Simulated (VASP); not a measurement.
# Ti in VASP: notebook

Ti is run at these levels: PBE; tasks: single point.

Program: VASP 6.6.1. These are calculated values, not measurements. Logs are shortened: lines on timing, memory, paths and dates and some standing lists are left out, and cuts for length are marked.

### Step 1. The cell of the first run

The typed cell holds 2 atoms: a = 2.950 Å, b = 2.963 Å, c = 4.686 Å, α = 90.21°, β = 90.57°, γ = 120.43°.

### Step 2. Single point, PBE (equal xy, yz and zx shear strains of -1 %)

INCAR reads:

```
SYSTEM = Ti
  ALGO = Normal
  EDIFF = 1E-7
  ENCUT = 520
  GGA = PE
  ISIF = 2
  ISMEAR = -1
  LASPH = .True.
  LCHARG = .False.
  LREAL = .False.
  LWAVE = .False.
  NBANDS = 19
  NELM = 100
  PREC = Accurate
  SIGMA = 0.08
```

KPOINTS reads:

```
k-points
0
Gamma
  13 13 7
  0 0 0
```

POSCAR reads:

```
Ti
1.0
    2.9499978604     -0.0147499893     -0.0147499893
   -1.4877727956      2.5621480828     -0.0053988708
   -0.0234300000     -0.0234300000      4.6860000000
Ti
2
Direct
    0.3333333333      0.6666666667      0.2500000000
    0.6666666667      0.3333333333      0.7500000000
```

Potentials or basis: VASP PAW PBE potentials, release 64 (Ti_sv).

Command:

```
$ cat potpaw_PBE.64/Ti_sv/POTCAR > POTCAR
$ mpirun -np 1 vasp_std > vasp.out
```

OUTCAR:

```text
SYSTEM = Ti
   EDIFF = 1E-7
   ENCUT = 520
   GGA = PE
   ISIF = 2
   ISMEAR = -1
   LASPH = .True.
   LREAL = .False.
   NELM = 100
   PREC = Accurate

 ion  position               nearest neighbor table
   1  0.333  0.667  0.250-   2 2.87   2 2.88   2 2.90   2 2.91   2 2.91   2 2.91
   2  0.667  0.333  0.750-   1 2.87   1 2.88   1 2.90   1 2.91   1 2.91   1 2.91

  LATTYP: Found a triclinic cell.
 ALAT       =     2.9373023616
 B/A-ratio  =     1.0043472705
 C/A-ratio  =     1.5953812620
 COS(alpha) =     0.0099745013
 COS(beta)  =     0.0136846555
 COS(gamma) =     0.4934979113

  Lattice vectors:

 A1 = (   1.4622250648,   2.5473980935,  -0.0201488601)
 A2 = (   2.9499978604,  -0.0147499893,  -0.0147499893)
 A3 = (   0.0234300000,   0.0234300000,  -4.6860000000)

Analysis of symmetry for initial positions (statically):
=====================================================================
 Subroutine PRICEL returns:
 Original cell was already a primitive cell.

 Routine SETGRP: Setting up the symmetry group for a
 triclinic supercell.

 Subroutine GETGRP returns: Found  2 space group operations
 (whereof  2 operations were pure point group operations)
 out of a pool of  2 trial point group operations.

The static configuration has the point symmetry S_2 .

Analysis of symmetry for dynamics (positions and initial velocities):
=====================================================================
 Subroutine PRICEL returns:
 Original cell was already a primitive cell.

 Routine SETGRP: Setting up the symmetry group for a
 triclinic supercell.

 Subroutine GETGRP returns: Found  2 space group operations
 (whereof  2 operations were pure point group operations)
 out of a pool of  2 trial point group operations.

The dynamic configuration has the point symmetry S_2 .

 Subroutine INISYM returns: Found  2 space group operations
 (whereof  2 operations are pure point group operations),
 and found     1 'primitive' translations

----------------------------------------------------------------------------------------

                                     Primitive cell

  volume of cell :      35.3137

  direct lattice vectors                    reciprocal lattice vectors
     2.949997860 -0.014749989 -0.014749989     0.339983859  0.197425452  0.002687047
    -1.487772796  2.562148083 -0.005398871     0.001967055  0.391443866  0.001967055
    -0.023430000 -0.023430000  4.686000000     0.001072424  0.001072424  0.213412346

  length of vectors
     2.950071609  2.962785824  4.686117149     0.393157798  0.391453750  0.213417735

  position of ions in fractional coordinates (direct lattice)
     0.333333333  0.666666667  0.250000000
     0.666666667  0.333333333  0.750000000

  ion indices of the primitive-cell ions
   primitive index   ion index
                 1           1
                 2           2

----------------------------------------------------------------------------------------

 KPOINTS: k-points

Automatic generation of k-mesh.
 Grid dimensions read from file:
 generate k-points for:   13   13    7

 Generating k-lattice:

  Cartesian coordinates                     Fractional coordinates (reciprocal lattice)
     0.026152605  0.015186573  0.000206696     0.076923077  0.000000000 -0.000000000
     0.000151312  0.030111067  0.000151312     0.000000000  0.076923077  0.000000000
     0.000153203  0.000153203  0.030487478    -0.000000000  0.000000000  0.142857143

  Length of vectors
     0.030242908  0.030111827  0.030488248

  Shift w.r.t. Gamma in fractional coordinates (k-lattice)
     0.000000000  0.000000000  0.000000000

 Subroutine IBZKPT returns following result:
 ===========================================

 Found    592 irreducible k-points:

 Following reciprocal coordinates:
            Coordinates               Weight
  0.000000  0.000000  0.000000      1.000000
  0.076923 -0.000000  0.000000      2.000000
  0.153846 -0.000000  0.000000      2.000000
  0.230769  0.000000  0.000000      2.000000
  0.307692 -0.000000  0.000000      2.000000
  0.384615  0.000000 -0.000000      2.000000
[... 16 lines left out ...]
  0.153846  0.153846 -0.000000      2.000000
  0.230769  0.153846  0.000000      2.000000
 [... further k-points ...]
   k-points           NKPTS =    592   k-points in BZ     NKDIM =    592   number of bands    NBANDS=     19
   number of dos      NEDOS =    301   number of ions     NIONS =      2
   total plane-waves  NPLWV =  20736
   dimension x,y,z NGX =    24 NGY =   24 NGZ =   36
   dimension x,y,z NGXF=    48 NGYF=   48 NGZF=   72
   ions per type =               2
   NGX,Y,Z   is equivalent  to a cutoff of  13.52, 13.47, 12.77 a.u.
   NGXF,Y,Z  is equivalent  to a cutoff of  27.05, 26.93, 25.54 a.u.
 SYSTEM =  Ti
   PREC   = accura    normal or accurate (medium, high low for compatibility)
   ISTART =      0    job   : 0-new  1-cont  2-samecut
   ICHARG =      2    charge: 1-file 2-atom 10-const
   ISPIN  =      1    spin polarized calculation?
   LNONCOLLINEAR =      F non collinear calculations
   LSORBIT =      F    spin-orbit coupling
   LASPH  =      T    aspherical Exc in radial PAW
   ENCUT  =  520.0 eV  38.22 Ry    6.18 a.u.   5.49  5.51  8.71*2*pi/ulx,y,z
   NELM   =    100;   NELMIN=  2; NELMDL= -5     # of ELM steps
   EDIFF  = 0.1E-06   stopping-criterion for ELM
   LREAL  =      F    real-space projection
   EDIFFG = 0.1E-05   stopping-criterion for IOM
   NSW    =      0    number of steps for IOM
   IBRION =     -1    ionic relax: 0-MD 1-quasi-New 2-CG
   NFREE  =      0    steps in history (QN), initial steepest desc. (CG)
   ISIF   =      2    stress and relaxation
   ISYM   =      2    0-nonsym 1-usesym 2-fastsym
   POTIM  = 0.5000    time-step for ionic-motion
   TEBEG  =    0.0;   TEEND  =   0.0 temperature during run
   PSTRESS=    0.0 pullay stress
   NELECT =      24.0000    total number of electrons
   NUPDOWN=      -1.0000    fix difference up-down
   EMIN   =  10.00;   EMAX   =-10.00  energy-range for DOS
   EFERMI =   0.00;   METHOD = LEGACY
   ISMEAR =    -1;   SIGMA  =   0.08  broadening in eV -4-tet -1-fermi 0-gaus
   EFERMI_NEDOS =   21; number of points for ismear=-14 and -15
   IALGO  =     38    algorithm
   IMIX   =      4    mixing-type and parameters
     AMIX     =   0.40;   BMIX     =  1.00
     AMIX_MAG =   1.60;   BMIX_MAG =  1.00
  volume/ion in A,a.u.               =      17.66       119.15
  Fermi-wavevector in a.u.,A,eV,Ry     =   1.439342  2.719962 28.187268  2.071706
  Thomas-Fermi vector in A             =   2.558208
   LORBIT       =      0    0 simple, 1 ext, 2 COOP (PROOUT), +10 PAW based schemes
   GGA     = PE    functional components
   LHFCALC =     F    Hartree Fock is set to
   AEXX    =    0.0000 exact exchange contribution
   IVDW    =     0    specifies the selected vdW correction
   LEPSILON=     F    determine dielectric tensor
   LRPA    =     F    only Hartree local field effects (RPA)
 non-spin polarized calculation
  energy-cutoff  :      520.00
  volume of cell :       35.31
 maximum number of plane-waves:       976
 NGX is ok and might be reduce to    24
   NGX = 11   NGY = 11   NGZ = 17

 number of electron      24.0000001 magnetization

 Free energy of the ion-electron system (eV)
  ---------------------------------------------------
  ext. energy  EPLUGINS =         0.00000000
  ---------------------------------------------------
  free energy    TOTEN  =       -15.68941154 eV

  energy without entropy =      -15.64061275  energy(sigma->0) =      -15.66501214

 E-fermi :   8.1509     XC(G=0): -11.4197

 val. band max:        8.1468947909   @ k =   0.0000  -0.0000   0.4286
 cond. band min:       8.1519372359   @ k =  -0.2308  -0.3077   0.4286
 fundamental gap:      0.0050424451
 Fermi energy:         8.1509348397

 k-point     1 :       0.0000    0.0000    0.0000
  band No.  band energies     occupation
      1     -48.7203      2.00000
      2     -48.5937      2.00000
      3     -25.2854      2.00000
      4     -24.6829      2.00000
      5     -24.6738      2.00000
      6     -24.6182      2.00000
[... 11 lines left out ...]
     18       9.7932      0.00000
     19      11.2421      0.00000

 k-point     2 :       0.0769   -0.0000    0.0000
  band No.  band energies     occupation
      1     -48.7147      2.00000
      2     -48.5914      2.00000
      3     -25.2729      2.00000
      4     -24.7006      2.00000
      5     -24.6906      2.00000
      6     -24.6243      2.00000
[... 11 lines left out ...]
     18       9.6924      0.00000
     19      11.2925      0.00000

 k-point     3 :       0.1538   -0.0000    0.0000
  band No.  band energies     occupation
      1     -48.6990      2.00000
      2     -48.5853      2.00000
      3     -25.2371      2.00000
      4     -24.7719      2.00000
      5     -24.7146      2.00000
      6     -24.6806      2.00000
[... 11 lines left out ...]
     18       9.7722      0.00000
     19      11.3982      0.00000

 k-point     4 :       0.2308    0.0000    0.0000
  band No.  band energies     occupation
      1     -48.6760      2.00000
      2     -48.5776      2.00000
      3     -25.1823      2.00000
      4     -24.8740      2.00000
      5     -24.7799      2.00000
      6     -24.7465      2.00000
[... 11 lines left out ...]
     18      10.2227      0.00000
     19      11.5024      0.00000

 k-point     5 :       0.3077   -0.0000    0.0000
  band No.  band energies     occupation
      1     -48.6499      2.00000
      2     -48.5708      2.00000
      3     -25.1158      2.00000
      4     -24.9832      2.00000
      5     -24.8821      2.00000
      6     -24.7793      2.00000
[... 11 lines left out ...]
     18      10.7522      0.00000
     19      11.5789      0.00000

 k-point     6 :       0.3846    0.0000   -0.0000
  band No.  band energies     occupation
      1     -48.6258      2.00000
      2     -48.5676      2.00000
      3     -25.0747      2.00000
      4     -25.0478      2.00000
      5     -24.9643      2.00000
      6     -24.8058      2.00000
[... 11 lines left out ...]
     18      11.2776      0.00000
     19      11.6249      0.00000

 k-point     7 :       0.4615    0.0000    0.0000
  band No.  band energies     occupation
      1     -48.6100      2.00000
      2     -48.5679      2.00000
      3     -25.1257      2.00000
      4     -25.0124      2.00000
      5     -24.9960      2.00000
      6     -24.8205      2.00000
[... 11 lines left out ...]
     18      11.6484      0.00000
     19      12.1732      0.00000

 k-point     8 :      -0.0000    0.0769    0.0000
  band No.  band energies     occupation
      1     -48.7148      2.00000
      2     -48.5915      2.00000
      3     -25.2731      2.00000
      4     -24.7044      2.00000
      5     -24.6861      2.00000
      6     -24.6240      2.00000
[... 256 lines left out ...]
 k-point    20 :      -0.0769    0.0769    0.0000
  band No.  band energies     occupation
      1     -48.7150      2.00000
      2     -48.5916      2.00000
      3     -25.2733      2.00000
      4     -24.7074      2.00000
      5     -24.6824      2.00000
      6     -24.6235      2.00000
[... 11 lines left out ...]
     18       9.7070      0.00000
     19      11.3123      0.00000

 k-point    21 :       0.0000    0.1538    0.0000
  band No.  band energies     occupation
      1     -48.6994      2.00000
      2     -48.5856      2.00000
      3     -25.2377      2.00000
      4     -24.7743      2.00000
      5     -24.7097      2.00000
      6     -24.6827      2.00000
[... 11 lines left out ...]
     18       9.8104      0.00000
     19      11.4057      0.00000

 k-point    22 :       0.0769    0.1538    0.0000
  band No.  band energies     occupation
      1     -48.6850      2.00000
      2     -48.5805      2.00000
      3     -25.2038      2.00000
      4     -24.8280      2.00000
      5     -24.7732      2.00000
      6     -24.7063      2.00000
[... 11 lines left out ...]
     18      10.1371      0.00000
     19      11.4458      0.00000

 k-point    23 :       0.1538    0.1538   -0.0000
  band No.  band energies     occupation
      1     -48.6638      2.00000
      2     -48.5741      2.00000
      3     -25.1519      2.00000
      4     -24.8900      2.00000
      5     -24.8710      2.00000
      6     -24.7353      2.00000
[... 11 lines left out ...]
     18      10.6849      0.00000
     19      11.4726      0.00000

 k-point    24 :       0.2308    0.1538    0.0000
  band No.  band energies     occupation
      1     -48.6399      2.00000
      2     -48.5691      2.00000
      3     -25.0884      2.00000
      4     -24.9766      2.00000
      5     -24.9367      2.00000
      6     -24.7824      2.00000
[... 11 lines left out ...]
     18      11.3310      0.00000
     19      11.4934      0.00000

 [... further k-points ...]
[... 5 lines left out ...]
  --------------------------------------------------------------------------------------
  -------------------------------------------------------------------------------------
  Total       -0.3721744     -0.3708069     -0.4577051      0.1382545      0.0909630      0.0910403
  in kB      -16.8854823    -16.8234383    -20.7659908      6.2725824      4.1269737      4.1304799
  external PRESSURE =     -18.1583038 kB  Pullay stress =       0.0000000 kB

 VOLUME and BASIS-vectors are now :
 -----------------------------------------------------------------------------
  energy-cutoff  :      520.00
  volume of cell :       35.31
      direct lattice vectors                 reciprocal lattice vectors
     2.949997860 -0.014749989 -0.014749989     0.339983859  0.197425452  0.002687047
    -1.487772796  2.562148083 -0.005398871     0.001967055  0.391443866  0.001967055
    -0.023430000 -0.023430000  4.686000000     0.001072424  0.001072424  0.213412346

 POSITION                                       TOTAL-FORCE (eV/Angst)
 -----------------------------------------------------------------------------------
     -0.01437      1.69732      1.16298         0.027319      0.000328      0.001636
      1.45317      0.82664      3.50287        -0.027319     -0.000328     -0.001636
 -----------------------------------------------------------------------------------
    total drift:                               -0.000000      0.000000     -0.000000

  FREE ENERGIE OF THE ION-ELECTRON SYSTEM (eV)
  ---------------------------------------------------
  free  energy   TOTEN  =       -15.6894115354 eV

  energy  without entropy=      -15.6406127510  energy(sigma->0) =      -15.66501214
```

Wall time 4.1 min (1 thread of Intel Xeon 6975P-C, shared host); peak memory 0.42 GiB.

What came out:

```yaml
Free_energy: -15.6894 eV
Pressure: -1.8 GPa
Largest_force: 0.027 eV/Å
Band_gap_on_the_k_mesh: zero (band 12 reaches 8.87 eV, above the bottom of band 13 at 7.82 eV)
```

Forces on the atoms (eV/Å):
```
Ti   0.027  0.000  0.002
Ti  -0.027  0.000 -0.002
```

Stress tensor (GPa, compression positive):
```
-1.69  0.63  0.41
 0.63 -1.68  0.41
 0.41  0.41 -2.08
```

Caveat: the cell differs from its parent crystal (equal xy, yz and zx shear strains of -1 %).

### Step 3. Single point, PBE (equal xy, yz and zx shear strains of +2 %)

INCAR reads:

```
  ALGO = Normal
  EDIFF = 1E-6
  ENCUT = 520
  GGA = PE
  ISIF = 2
  ISMEAR = -1
  LASPH = T
  LCHARG = F
  LREAL = F
  LWAVE = F
  NBANDS = 19
  NELM = 100
  PREC = Accurate
  SIGMA = 0.08
```

KPOINTS reads:

```
k-points
0
Gamma
  13 13 7
```

POSCAR reads:

```
Ti
1.0
    2.9499978604      0.0294999786      0.0294999786
   -1.4494511993      2.5400230989      0.0107977416
    0.0468600000      0.0468600000      4.6860000000
Ti
2
Direct
    0.3333333333      0.6666666667      0.2500000000
    0.6666666667      0.3333333333      0.7500000000
```

Potentials or basis: VASP PAW PBE potentials, release 64 (Ti_sv).

Command:

```
$ cat potpaw_PBE.64/Ti_sv/POTCAR > POTCAR
$ mpirun -np 1 vasp_std > vasp.out
```

OUTCAR:

```text
EDIFF = 1E-6
   ENCUT = 520
   GGA = PE
   ISIF = 2
   ISMEAR = -1
   LASPH = T
   LREAL = F
   NELM = 100
   PREC = Accurate

 ion  position               nearest neighbor table
   1  0.333  0.667  0.250-   2 2.87   2 2.87   2 2.88   2 2.90
   2  0.667  0.333  0.750-   1 2.87   1 2.87   1 2.88   1 2.90

  LATTYP: Found a triclinic cell.
 ALAT       =     2.9758550089
 B/A-ratio  =     0.9827452114
 C/A-ratio  =     1.5748309519
 COS(alpha) =     0.0074204947
 COS(beta)  =     0.0272158149
 COS(gamma) =     0.5000757388

  Lattice vectors:

 A1 = (   1.5005466611,   2.5695230775,   0.0402977202)
 A2 = (  -1.4494511993,   2.5400230989,   0.0107977416)
 A3 = (   0.0468600000,   0.0468600000,   4.6860000000)

Analysis of symmetry for initial positions (statically):
=====================================================================
 Subroutine PRICEL returns:
 Original cell was already a primitive cell.

 Routine SETGRP: Setting up the symmetry group for a
 triclinic supercell.

 Subroutine GETGRP returns: Found  2 space group operations
[... 155 lines left out ...]
 number of electron      23.9999999 magnetization

 Free energy of the ion-electron system (eV)
  ---------------------------------------------------
  ext. energy  EPLUGINS =         0.00000000
  ---------------------------------------------------
  free energy    TOTEN  =       -15.68503925 eV

  energy without entropy =      -15.63576045  energy(sigma->0) =      -15.66039985

 E-fermi :   8.1491     XC(G=0): -11.4204

 val. band max:        8.1467498662   @ k =  -0.2308   0.4615   0.4286
 cond. band min:       8.1508616872   @ k =  -0.1538   0.0000   0.4286
 fundamental gap:      0.0041118210
 Fermi energy:         8.1490525738

 k-point     1 :       0.0000    0.0000    0.0000
  band No.  band energies     occupation
      1     -48.7167      2.00000
      2     -48.5895      2.00000
      3     -25.2825      2.00000
      4     -24.6828      2.00000
      5     -24.6662      2.00000
      6     -24.6162      2.00000
[... 505 lines left out ...]
      6     -24.7757      2.00000
[... 11 lines left out ...]
     18      11.3006      0.00000
     19      11.5058      0.00000

 [... further k-points ...]
[... 5 lines left out ...]
  --------------------------------------------------------------------------------------
  -------------------------------------------------------------------------------------
  Total       -0.3617995     -0.3544539     -0.4484820     -0.2614991     -0.1679887     -0.1686608
  in kB      -16.4184303    -16.0850881    -20.3520781    -11.8668092     -7.6233153     -7.6538131
  external PRESSURE =     -17.6185322 kB  Pullay stress =       0.0000000 kB

 VOLUME and BASIS-vectors are now :
 -----------------------------------------------------------------------------
  energy-cutoff  :      520.00
  volume of cell :       35.31
      direct lattice vectors                 reciprocal lattice vectors
     2.949997860  0.029499979  0.029499979     0.337112308  0.192393925 -0.005295062
    -1.449451199  2.540023099  0.010797742    -0.003876255  0.391501720 -0.003876255
     0.046860000  0.046860000  4.686000000    -0.002113306 -0.002113306  0.213443888

 POSITION                                       TOTAL-FORCE (eV/Angst)
 -----------------------------------------------------------------------------------
      0.02875      1.71490      1.18853        -0.051707      0.001226      0.005652
      1.51866      0.90149      3.53777         0.051707     -0.001226     -0.005652
 -----------------------------------------------------------------------------------
    total drift:                               -0.000000      0.000000     -0.000000

  FREE ENERGIE OF THE ION-ELECTRON SYSTEM (eV)
  ---------------------------------------------------
  free  energy   TOTEN  =       -15.6850392526 eV

  energy  without entropy=      -15.6357604489  energy(sigma->0) =      -15.66039985
```

stdout:

```text
POSCAR found type information on POSCAR Ti
 POSCAR found :  1 types and       2 ions
 scaLAPACK will be used
 LDA part: xc-table for (Slater+PW92), standard interpolation
 POSCAR, INCAR and KPOINTS ok, starting setup
 FFT: planning ... GRIDC
 FFT: planning ... GRID_SOFT
 FFT: planning ... GRID
 WAVECAR not read
 entering main loop
```

It took 4 min on 1 thread of Intel Xeon 6975P-C, shared host; peak memory 0.41 GiB.

What came out:

| Quantity | Value |
| --- | --- |
| Free energy | -15.6850 eV |
| Pressure | -1.8 GPa |
| Largest force | 0.052 eV/Å |
| Band gap on the k mesh | zero (band 12 reaches 8.87 eV, above the bottom of band 13 at 7.83 eV) |

Forces on the atoms (eV/Å):
```
Ti  -0.052  0.001  0.006
Ti   0.052 -0.001 -0.006
```

Caveat: the cell differs from its parent crystal (equal xy, yz and zx shear strains of +2 %).

(Continued in part 2 of 2.)
